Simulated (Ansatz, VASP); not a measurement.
GaP: VASP beside Ansatz

Contents of INCAR:

```
PREC = Accurate
ENCUT = 520
EDIFF = 1E-6
ISMEAR = 0
SIGMA = 0.05
LREAL = F
LASPH = T
NELM = 100
ALGO = Normal
ISIF = 2
LWAVE = F
LCHARG = F
GGA = PE
NBANDS = 16
```

KPOINTS

```
regular mesh
0
Gamma
  8 8 8
```

The input POSCAR:

```
GaP
1.0
    0.0000000000      2.7527919388      2.7527919388
    2.7527919388      0.0000000000      2.7527919388
    2.7527919388      2.7527919388      0.0000000000
Ga P
1 1
Direct
    0.0000000000      0.0000000000      0.0000000000
    0.7500000000      0.7500000000      0.7500000000
```

Input for Ansatz:

```yaml
crystal:
  lattice:
    - [0.0, 2.752791938, 2.752791938]
    - [2.752791938, 0.0, 2.752791938]
    - [2.752791938, 2.752791938, 0.0]
  atoms:
    - { symbol: Ga, position: [0.0, 0.0, 0.0] }
    - { symbol: P, position: [0.75, 0.75, 0.75] }
basis:
  ecutwfc: 420
kpoints:
  mp_grid: { grid: [8, 8, 8] }
hamiltonian:
  xc: pbe
  pseudopotentials: { kind: paw, azcp: { folder: soft_1 } }
scf:
  occupations: { method: gaussian, width: 0.05 }
output:
  forces: true
  stress: true
  eigenvalues: true
  write_density: true
  write_potential: true
  elf: true
  volumetric_format: npy
```

Alike in both runs: task single point; functional PBE; k mesh 8 × 8 × 8; occupations gaussian, width 0.05 eV; no spin polarisation.

|  | VASP | Ansatz |
| --- | --- | --- |
| version | VASP 6.6.1 | Ansatz 0.2.0 |
| potentials or method | VASP PAW PBE potentials, release 64 (Ga_d, P), cutoff 520 eV | scalar-relativistic, plane waves, PAW |
| valence electrons in the cell | 18 | 18 |

```tsv
	VASP	Ansatz	Ansatz less VASP
gap on the k mesh at the Fermi level (eV)	1.58	1.58	+0.004
least direct gap on the mesh (eV)	1.58	1.58	+0.004
pressure (GPa)	0.0	0.0	+0.09
```

With one functional, cell and mesh, what is left measures potentials, basis and numerics.
